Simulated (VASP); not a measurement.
A run of VASP 6.6.1 is set up as follows.

The input INCAR:

```
SYSTEM = ZnAu
  ALGO = Normal
  EDIFF = 1E-6
  ENCUT = 520
  GGA = PS
  ISIF = 2
  ISMEAR = 0
  LASPH = .True.
  LCHARG = .False.
  LREAL = .False.
  LWAVE = .False.
  NBANDS = 18
  NELM = 100
  PREC = Accurate
  SIGMA = 0.15
```

File KPOINTS:

```
k-points
0
Gamma
  16 16 16
  0 0 0
```

POSCAR

```
ZnAu
1.0
    3.3221846532      0.0000000000      0.0000000000
    0.0000000000      3.3221846532      0.0000000000
    0.0000000000      0.0000000000      2.8238569552
Zn Au
1 1
Direct
    0.5000000000      0.5000000000      0.5000000000
    0.0000000000      0.0000000000      0.0000000000
```

Potentials or basis: VASP PAW PBE potentials, release 64 (Zn, Au).

Launch:

```bash
$ cat potpaw_PBE.64/Zn/POTCAR potpaw_PBE.64/Au/POTCAR > POTCAR
$ mpirun -np 1 vasp_std > vasp.out
```

Problem. Predict the pressure.

Solution. -1.2 GPa.

Stress tensor (GPa, compression positive):
```
-2.74  0.00  0.00
 0.00 -2.74  0.00
 0.00  0.00  1.79
```

Caveat: the PAW data sets were made with another functional, which shifts forces and pressure a little.
